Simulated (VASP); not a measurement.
Input of a VASP 6.6.1 run:

INCAR

```
SYSTEM = In
PREC = Accurate ; ENCUT = 520
EDIFF = 1E-7 ; ISMEAR = 0
SIGMA = 0.15 ; LREAL = .False.
LASPH = .True. ; NELM = 80
ALGO = Fast ; ISIF = 2
LWAVE = .False. ; LCHARG = .False.
GGA = PE ; IVDW = 12
NBANDS = 20
```

File KPOINTS:

```
Automatic mesh
0
Gamma
  18 18 10
  0 0 0
```

File POSCAR:

```
In
1.0
    3.2354202386      0.0000000000      0.0000000000
   -1.6177101193      2.8019561185      0.0000000000
    0.0000000000      0.0000000000      5.3438686324
In
2
Direct
    0.3333333333      0.6666666667      0.2500000000
    0.6666666667      0.3333333333      0.7500000000
```

Potentials or basis: VASP PAW PBE potentials, release 64 (In_d).

Run with:

```sh
$ cat potpaw_PBE.64/In_d/POTCAR > POTCAR
$ mpirun -np 1 vasp_std > vasp.out
```

(1) Estimate the dispersion energy per atom.

(2) What does it give for the band gap on the k mesh?

(3) Estimate the pressure.

Answers

(1) -0.366 eV.

(2) zero (band 13 reaches 12.27 eV, above the bottom of band 14 at 5.56 eV).

(3) 3.9 GPa.

Caveat: the cell differs from its parent crystal (strain -0.030 along x and y, -0.030 along z); spin-orbit coupling is left out, which moves the levels of the heavy elements; pairwise dispersion overbinds metals, which lowers pressure and volume.
